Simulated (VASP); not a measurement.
Write the native input for VASP 6.6.1 that does the following.

| Quantity | Value |
| --- | --- |
| Task | relaxation of cell and atoms |
| Functional | PBE |
| Potentials or basis | VASP PAW PBE potentials, release 64 (Zn, Ge_d, N) |
| Cutoff | 600 eV |
| k mesh | 4 × 4 × 2 |
| Occupations | gaussian, width 0.15 eV |
| Spin | no spin polarisation |
| Dipole correction | no |
| Further INCAR settings | ALGO = Normal; EDIFF = 1e-07; IBRION = 2; EDIFFG = -0.08; NSW = 36; ISIF = 3 |

The structure of ZnGe2N2 lies in POSCAR:

```
ZnGe2N2
1.0
    3.7472573500      0.0000000000      0.0000000000
   -1.8736286700      3.2452200600      0.0000000000
    0.0000000000      0.0000000000      6.4858799000
Zn Ge N
1 2 2
Direct
    0.6666666700      0.3333333300      0.5000000000
    0.3333333300      0.6666666700      0.8274786400
    0.3333333300      0.6666666700      0.1725213600
    0.3333333300      0.6666666700      0.5000000000
    0.0000000000      0.0000000000      0.0000000000
```

The input as run:

INCAR

```
PREC = Accurate
ENCUT = 600
EDIFF = 1E-7
ISMEAR = 0
SIGMA = 0.15
LREAL = F
LASPH = T
NELM = 60
ALGO = Normal
ISIF = 3
LWAVE = F
LCHARG = F
GGA = PE
IBRION = 2
NSW = 36
EDIFFG = -0.08
```

KPOINTS

```
regular mesh
0
Gamma
  4 4 2
```

Potentials or basis: VASP PAW PBE potentials, release 64 (Zn, Ge_d, N).

Launch:

```console
$ cat potpaw_PBE.64/Zn/POTCAR potpaw_PBE.64/Ge_d/POTCAR potpaw_PBE.64/N/POTCAR > POTCAR
$ mpirun -np 1 vasp_std > vasp.out
```

It gave:

```yaml
Relaxed_volume: 14.07 Å³/atom
Relaxed_cell: a = 3.345 Å, b = 3.345 Å, c = 7.260 Å, α = 90.00°, β = 90.00°, γ = 120.00°
Space_group_after_relaxing_to_0.05_Å: P-6m2 (No. 187)
Energy_gained_by_relaxing: 333.4 meV/atom
Ionic_steps: 8
Pressure_after_relaxing: 0.2 GPa
Largest_force_after_relaxing: 0.006 eV/Å
Band_gap_on_the_k_mesh: zero (band 25 reaches 5.39 eV, above the bottom of band 26 at 4.37 eV)
```

Caveat: the k points lie up to 0.54 Å⁻¹ apart in the final cell; the relaxation stopped at a loose force limit of 0.08 eV/Å, so its end isn't a converged minimum.

Wall time 88 s on 1 thread of Intel(R) Xeon(R) 6975P-C (Granite Rapids) (shared host), peak memory 0.22 GiB.
